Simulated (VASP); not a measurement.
Runs of VASP 6.6.1 on MnF2. The structure is that of space group P4_2/mnm (No. 136), or close to it. The cells are those of the table. 

```tsv
level	potentials or basis	spin	cell	k mesh	smearing	gap on the mesh (eV)	pressure (GPa)	moment (μB)	largest force (eV/Å)
PBEsol	VASP PAW PBE potentials, release 64 (Mn_pv, F)	collinear, ferromagnetic start	a = 4.906, b = 4.906, c = 3.333 Å, 6 atoms	5 × 5 × 7	fermi-dirac 0.05 eV	(b)	(d)	10.00	0.02
PBEsol	VASP PAW PBE potentials, release 64 (Mn_pv, F)	off	a = 4.874, b = 4.874, c = 3.311 Å, 6 atoms	6 × 6 × 8	fermi-dirac 0.05 eV	none	-20.8	-	0.07
PBEsol	VASP PAW PBE potentials, release 64 (Mn_pv, F)	collinear, ferromagnetic start	a = 4.969, b = 4.969, c = 3.376 Å, 6 atoms	5 × 5 × 7	fermi-dirac 0.05 eV	1.05	-5.6	10.00	0.06
LDA	VASP PAW LDA potentials, release 64 (Mn_pv, F)	collinear, ferromagnetic start	a = 4.874, b = 4.874, c = 3.311 Å, 6 atoms	6 × 6 × 9	fermi-dirac 0.1 eV	(a)	-5.6	10.00	0.04
PBEsol	VASP PAW PBE potentials, release 64 (Mn_pv, F)	collinear, ferromagnetic start	a = 4.938, b = 4.938, c = 3.354 Å, 6 atoms	5 × 5 × 7	fermi-dirac 0.05 eV	1.01	-4.1	10.00	0.04
PBEsol	VASP PAW PBE potentials, release 64 (Mn_pv, F)	collinear, ferromagnetic start	a = 4.874, b = 4.874, c = 3.311 Å, 6 atoms	6 × 6 × 8	fermi-dirac 0.05 eV	(c)	-0.6	10.00	-
```

Alike in all rows: task single point; cutoff (eV) 520.

Q: Estimate the missing entries.

A: (a) 0.79; (b) 0.97; (c) 0.94; (d) -2.5.

Caveats: the PAW data sets were made with another functional, which shifts forces and pressure a little (some runs); semilocal functionals often make such compounds metallic where correlation or magnetic order opens a gap, which also shifts bond lengths (some runs).

A k mesh can miss the band edges.

A gap of «none» marks levels without a gap at the run's occupations.
